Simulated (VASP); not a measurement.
TiOs, 2 atoms in the cell. The structure is cubic, space group Pm-3m (No. 221). The conventional cell has a = 3.072 Å, b = 3.072 Å, c = 3.072 Å, α = 90.00°, β = 90.00°, γ = 90.00°. Within 3.5 Å of Ti (site symmetry m-3m) lie 8 Os at 2.66 Å and 6 Ti at 3.07 Å. Os (site symmetry m-3m) has 8 Ti at 2.66 Å and 6 Os at 3.07 Å within 3.5 Å. 

* Program: VASP 6.6.1
* Task: single point
* Functional: PBEsol
* Potentials or basis: VASP PAW PBE potentials, release 64 (Ti_sv, Os)
* Cutoff: 520 eV
* k mesh: 13 × 13 × 13
* Occupations: fermi-dirac, width 0.05 eV
* Spin: no spin polarisation
* Dipole correction: no
* Further INCAR settings: ALGO = Normal; EDIFF = 1e-06; NBANDS = 17

Potentials or basis: VASP PAW PBE potentials, release 64 (Ti_sv, Os).

The run is started by

```console
$ cat potpaw_PBE.64/Ti_sv/POTCAR potpaw_PBE.64/Os/POTCAR > POTCAR
$ mpirun -np 1 vasp_std > vasp.out
```

Hardware: 1 thread of Intel(R) Xeon(R) Platinum 8259CL CPU @ 2.50GHz (Skylake/Cascade Lake), on a shared host.

**Question.** How long does it take, and how much memory?

**Answer.** It took 20 s on 1 thread of Intel(R) Xeon(R) Platinum 8259CL CPU @ 2.50GHz (Skylake/Cascade Lake), with other jobs on the host, peak memory 0.17 GiB. Counts: scf iterations 13, k points 84.
